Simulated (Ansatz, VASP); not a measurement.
**One calculation of ScC3, two programs**

```
CELL_PARAMETERS angstrom
4.82312 0.00000 0.00000
-2.41156 4.17695 0.00000
0.00000 0.00000 5.19596
ATOMIC_POSITIONS crystal
Sc 0.33333 0.66667 0.25000
Sc 0.66667 0.33333 0.75000
C 0.04550 0.37630 0.25000
C 0.66920 0.04550 0.75000
C 0.62370 0.66920 0.25000
C 0.95450 0.62370 0.75000
C 0.33080 0.95450 0.25000
C 0.37630 0.33080 0.75000
```

Alike in both runs: task single point; functional PBE; k mesh 6 × 6 × 4; occupations gaussian, width 0.1 eV; no spin polarisation.

|  | VASP | Ansatz |
| --- | --- | --- |
| version | VASP 6.6.1 | Ansatz 0.2.0 |
| potentials or method | VASP PAW PBE potentials, release 64 (Sc_sv, C), cutoff 520 eV | scalar-relativistic, plane waves, PAW |
| valence electrons in the cell | 46 | 46 |

Ansatz gave:

| Item | Value |
| --- | --- |
| gap on the k mesh at the Fermi level (eV) | none |
| rms of the force components (eV/Å) | 7.234 |

Estimate VASP's values.

gap on the k mesh at the Fermi level (eV): none; rms of the force components (eV/Å): 8.496.

Atom by atom the forces differ by 1.262 eV/Å (rms over components). A gap of «none» marks a metal or a gap that the smearing closes. The functional is the same, so the differences come from potentials, cutoffs and numerics.
